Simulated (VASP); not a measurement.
Set up this calculation in VASP 6.6.1, as the native input.

```
Task                   : single point
Functional             : PBE
Potentials or basis    : VASP PAW PBE potentials, release 64 (Bi_d)
Cutoff                 : 520 eV
k mesh                 : 11 × 11 × 11
Occupations            : fermi-dirac, width 0.05 eV
Spin                   : no spin polarisation
Dipole correction      : no
Further INCAR settings : ALGO = Normal; EDIFF = 1e-06; NBANDS = 22
```

The structure of Bi lies in POSCAR:

```
Bi
1.0
    0.0000000000      3.5824620482      3.5824620482
    3.5824620482      0.0000000000      3.5824620482
    3.5824620482      3.5824620482      0.0000000000
Bi
2
Direct
   -0.1250000000     -0.1250000000     -0.1250000000
    0.1250000000      0.1250000000      0.1250000000
```

This isn't the form of Bi at room conditions, which is rhombohedral.

The input as run:

INCAR

```
ALGO     = Normal         # electronic algorithm
EDIFF    = 1E-6           # SCF threshold, eV
ENCUT    = 520            # plane-wave cutoff, eV
GGA      = PE             # functional
ISIF     = 2              # what is computed and relaxed
ISMEAR   = -1             # smearing method
LASPH    = True           # aspherical terms in the spheres
LCHARG   = True           # write CHGCAR
LELF     = True           # ELF
LREAL    = False          # projectors in reciprocal space
LVHAR    = True         
LWAVE    = False          # write WAVECAR
NBANDS   = 22             # bands
NELM     = 80             # most SCF steps
PREC     = Accurate       # precision mode
SIGMA    = 0.05           # smearing width, eV
```

KPOINTS

```
k-points
0
Gamma
  11 11 11
```

Potentials or basis: VASP PAW PBE potentials, release 64 (Bi_d).

The run is started by

```bash
$ cat potpaw_PBE.64/Bi_d/POTCAR > POTCAR
$ mpirun -np 1 vasp_std > vasp.out
```

Results of the run:

The pressure is 1.6 GPa and the band gap on the k mesh is zero (bands 15 and 16 overlap by 0.65 eV).

Caveat: spin-orbit coupling is left out, which moves the levels of the heavy elements.

Run time: 2 min on 1 thread of Intel Xeon 8259CL, on a shared host, peak memory 0.28 GiB.
